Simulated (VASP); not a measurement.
Runs of VASP 6.6.1 on Be2CdS2. The structure is that of space group P-6m2 (No. 187), or close to it. The cells are those of the table. 

```csv
task,potentials or basis,cell,k mesh,cutoff (eV),second run,gap on the mesh (eV),pressure (GPa),largest force (eV/Å)
single point,"VASP PAW PBE potentials, release 64 (Be, Cd, S)","a = 4.176, b = 4.176, c = 6.184 Å, angles 90.0, 90.0, 120.0°, 5 atoms",6 × 6 × 4,520,-,none,0.3,0.03
single point,"VASP PAW PBE potentials, release 64 (Be, Cd, S)","a = 4.397, b = 4.397, c = 5.246 Å, angles 90.0, 90.0, 120.0°, 5 atoms",12 × 12 × 6,520,-,none,0.3,-
single point,"VASP PAW PBE potentials, release 64 (Be, Cd, S)","a = 4.397, b = 4.397, c = 5.248 Å, angles 90.0, 90.0, 120.0°, 5 atoms",12 × 12 × 8,520,-,none,0.3,-
single point,"VASP PAW PBE potentials, release 64 (Be, Cd_sv_GW, S)","a = 4.176, b = 4.176, c = 6.184 Å, angles 90.0, 90.0, 120.0°, 5 atoms",6 × 6 × 4,600,valence_matched,none,-0.2,0.04
single point,"VASP PAW PBE potentials, release 64 (Be, Cd, S)","a = 4.009, b = 4.009, c = 6.975 Å, angles 90.0, 90.0, 120.0°, 5 atoms",6 × 6 × 4,520,-,none,(a),(b)
relaxation of cell and atoms,"VASP PAW PBE potentials, release 64 (Be, Cd, S)","relaxed from a = 4.009, b = 4.009, c = 6.975 Å, angles 90.0, 90.0, 120.0°, 5 atoms",6 × 6 × 4,600,-,none,-0.1,0.01
```

Alike in all rows: level PBE; no spin polarisation; smearing gaussian 0.1 eV.

Problem. Estimate the missing entries.

Solution. (a) 1.1; (b) 1.42.

Caveats: forces of over 1 eV/Å act on the atoms, so gaps and moduli don't describe the material at rest (some runs).

A k mesh can miss the band edges, and the runs leave out spin-orbit coupling on Cd.

A gap of «none» marks levels without a gap at the run's occupations.

The runs don't all hold the same shells in valence.
